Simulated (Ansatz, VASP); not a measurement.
**Two plane-wave programs on Pd**

```
Pd
1.0
     3.04125    0.00000    0.00000
     0.00000    3.04125    0.00000
     0.00000    0.00000    3.04125
Pd
2
Direct
  0.00000 0.00000 0.00000
  0.50000 0.50000 0.50000
```

Alike in both runs: task single point; functional PBEsol; k mesh 12 × 12 × 12; occupations fermi-dirac, width 0.05 eV; collinear spin.

|  | VASP | Ansatz |
| --- | --- | --- |
| version | VASP 6.6.1 | Ansatz 0.2.0 |
| potentials or method | VASP PAW PBE potentials, release 64 (Pd), cutoff 520 eV | plane waves (420 eV) with PAW, scalar-relativistic |
| valence electrons in the cell | 20 | 36 |

VASP gave:

```
pressure (GPa)           : 8.9
net moment per atom (μB) : 0.00
```

Q: Estimate Ansatz's values.

A: Pressure (GPa): 9.4; net moment per atom (μB): 0.00.

VASP's potentials were made for PBE, not for PBEsol, and Ansatz warns of the same on its side. With one functional, cell and mesh, what is left measures potentials, basis and numerics. VASP's potentials hold 20 valence electrons a cell and Ansatz's 36, so a difference there can come from the potentials and not from the codes. Ansatz's warnings: seeded moment not kept.
